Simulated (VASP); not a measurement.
Set up this calculation in VASP 6.6.1, as the native input.

```
Task                   : single point
Functional             : PBEsol
Potentials or basis    : VASP PAW PBE potentials, release 64 (Zn, Ag)
Cutoff                 : 520 eV
k mesh                 : 16 × 16 × 16
Occupations            : gaussian, width 0.15 eV
Spin                   : no spin polarisation
Dipole correction      : no
Further INCAR settings : ALGO = Fast; EDIFF = 1e-06; NBANDS = 18
```

The structure of ZnAg lies in POSCAR:

```
ZnAg
1.0
    3.1578321645     -0.0754430893     -0.0754430893
   -0.0754430893      3.1578321645     -0.0754430893
   -0.0754430893     -0.0754430893      3.1578321645
Zn Ag
1 1
Direct
    0.5000000000      0.5000000000      0.5000000000
    0.0000000000      0.0000000000      0.0000000000
```

This cell differs from its parent crystal: ratio of the length along [111] to the lengths across it x 0.93, volume and fractional coordinates fixed.

The input as run:

INCAR

```
SYSTEM = ZnAg
ALGO = Fast
EDIFF = 1E-6
ENCUT = 520
GGA = PS
ISIF = 2
ISMEAR = 0
LASPH = .TRUE.
LCHARG = .TRUE.
LELF = .TRUE.
LREAL = .FALSE.
LVHAR = .TRUE.
LWAVE = .FALSE.
NBANDS = 18
NELM = 100
PREC = Accurate
SIGMA = 0.15
```

KPOINTS

```
k-points
0
G
  16 16 16
  0 0 0
```

Potentials or basis: VASP PAW PBE potentials, release 64 (Zn, Ag).

Command:

```bash
$ cat potpaw_PBE.64/Zn/POTCAR potpaw_PBE.64/Ag/POTCAR > POTCAR
$ mpirun -np 1 vasp_std > vasp.out
```

Results of the run:

* Pressure: -2.6 GPa

Caveat: the PAW data sets were made with another functional, which shifts forces and pressure a little.

It took 2.9 min on 1 thread of Intel(R) Xeon(R) Platinum 8259CL CPU @ 2.50GHz (Skylake/Cascade Lake) (shared host), peak memory 0.34 GiB.
